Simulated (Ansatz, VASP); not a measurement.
**B3N2 in VASP and in Ansatz**

```
B N
1.0
     1.23490    0.71297    5.39317
    -1.23490    0.71297    5.39317
     0.00000   -1.42594    5.39317
B N
3 2
Direct
  0.00000 0.00000 0.00000
  0.20983 0.20983 0.20983
  0.79017 0.79017 0.79017
  0.39743 0.39743 0.39743
  0.60257 0.60257 0.60257
```

Alike in both runs: functional PBE; k mesh 12 × 12 × 12; occupations gaussian, width 0.1 eV; no spin polarisation.

Ansatz relaxed the structure, and its values are those at the end. VASP's run is a single point on that final structure, the one shown.

```csv
,VASP,Ansatz
version,VASP 6.6.1,Ansatz 0.2.0
potentials or method,"VASP PAW PBE potentials, release 64 (B, N), cutoff 520 eV","scalar-relativistic, plane waves, PAW"
valence electrons in the cell,19,19
```

|  | VASP | Ansatz | Ansatz less VASP |
| --- | --- | --- | --- |
| gap on the k mesh at the Fermi level (eV) | none | none | - |
| pressure (GPa) | -0.1 | 0.0 | +0.09 |
| rms of the force components (eV/Å) | 0.014 | 0.015 | +0.0012 |

A gap of «none» marks a metal or a gap that the smearing closes.
